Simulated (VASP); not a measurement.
The system is CuO (Tenorite).

```
CELL_PARAMETERS angstrom
2.34185 -1.71130 0.00000
2.34185 1.71130 0.00000
-0.85003 0.00000 5.05787
ATOMIC_POSITIONS crystal
Cu 0.50000 0.00000 0.50000
Cu 0.00000 0.50000 0.00000
O 0.41840 0.58160 0.75000
O 0.58160 0.41840 0.25000
```

Base run:

```yaml
Program: VASP 6.6.1
Functional: LDA
Potentials_or_basis: VASP PAW LDA potentials, release 64 (Cu, O)
Cutoff: 520 eV
k_mesh: 10 × 10 × 5
Occupations: fermi-dirac, width 0.05 eV
Spin: no spin polarisation
```

Its results: band gap on the k mesh zero (band 17 reaches 5.66 eV, above the bottom of band 18 at 5.05 eV); pressure -8.7 GPa; largest force 0.426 eV/Å.

The run is repeated on the same cell with these changes: further incar settings from ALGO = Normal; EDIFF = 1e-06; NBANDS = 25 to ALGO = Normal; EDIFF = 1e-07; NBANDS = 25; hubbard terms from none to Cu d U = 5.3 eV. What comes out?

Band gap on the k mesh zero (band 17 reaches 5.10 eV, above the bottom of band 18 at 4.44 eV); pressure -12.9 GPa; largest force 0.387 eV/Å.

Caveats: semilocal functionals often make such compounds metallic where correlation or magnetic order opens a gap, which also shifts bond lengths (some runs); U without spin polarisation on a metal has little footing (some runs).
